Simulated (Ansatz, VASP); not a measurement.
## BiS: VASP beside Ansatz

```
CELL_PARAMETERS angstrom
4.00294 0.00000 0.00000
0.00000 4.00294 0.00000
0.00000 0.00000 4.00294
ATOMIC_POSITIONS crystal
Bi 0.50000 0.50000 0.50000
S 0.00000 0.00000 0.00000
```

Alike in both runs: task relaxation of cell and atoms; functional RPBE; dispersion D3(BJ); k mesh 7 × 7 × 7; occupations fermi-dirac, width 0.05 eV; no spin polarisation.

|  | VASP | Ansatz |
| --- | --- | --- |
| version | VASP 6.6.1 | Ansatz 0.2.0 |
| potentials or method | VASP PAW PBE potentials, release 64 (Bi_d, S) | Ansatz PAW |
| plane-wave cutoff (eV) | 600 | 420 |
| valence electrons in the cell | 21 | 21 |

Ansatz gave:

```
gap on the k mesh at the Fermi level, each at its own relaxed structure (eV) : none
relaxed volume (Å³/atom)                                                     : 17.83
relaxed cell length with the largest relative difference (Å)                 : 3.292
```

Task: Which values does VASP return?

Result: gap on the k mesh at the Fermi level, each at its own relaxed structure (eV): none; relaxed volume (Å³/atom): 17.81; relaxed cell length with the largest relative difference (Å): 3.290.

VASP's potentials were made for PBE, not for RPBE. A gap of «none» marks a metal or a gap that the smearing closes.

Neither program's run includes spin-orbit coupling. Noted on VASP's run: the volume moved by over 15 % at a fixed basis, so the end points are rough. Noted on Ansatz's run: the volume moved by over 15 % at a fixed basis, so the end points are rough; the plane-wave basis is chosen anew once the cell has moved, so the energies of steps on either side of that aren't comparable.
